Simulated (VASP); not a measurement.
Here is a VASP 6.6.1 calculation.

File INCAR:

```
PREC = Accurate
ENCUT = 520
EDIFF = 1E-6
ISMEAR = -1
SIGMA = 0.05
LREAL = False
LASPH = True
NELM = 100
ALGO = Normal
ISIF = 2
LWAVE = False
LCHARG = False
NBANDS = 28
```

The input KPOINTS:

```
Automatic mesh
0
Gamma
  6 6 3
```

File POSCAR:

```
SnSe
1.0
    4.2565659658      0.0000000000      0.0000000000
    0.0000000000      4.2565659658      0.0000000000
    0.0000000000      0.0000000000     10.9169268730
Sn Se
2 2
Direct
    0.0000000000      0.5000000000      0.6277708900
    0.5000000000      0.0000000000      0.3722291100
    0.0000000000      0.5000000000      0.3839605100
    0.5000000000      0.0000000000      0.6160394900
```

Potentials or basis: VASP PAW LDA potentials, release 64 (Sn_d, Se).

Launch:

```bash
$ cat potpaw_LDA.64/Sn_d/POTCAR potpaw_LDA.64/Se/POTCAR > POTCAR
$ mpirun -np 1 vasp_std > vasp.out
```

What does it give for the band gap on the k mesh?

1.43 eV, direct.

Estimate the largest force.

0.089 eV/Å.

Forces on the atoms (eV/Å):
```
Sn   0.000  0.000 -0.083
Sn   0.000  0.000  0.083
Se   0.000  0.000 -0.089
Se   0.000  0.000  0.089
```

Caveat: spin-orbit coupling is left out, which moves the levels of the heavy elements.
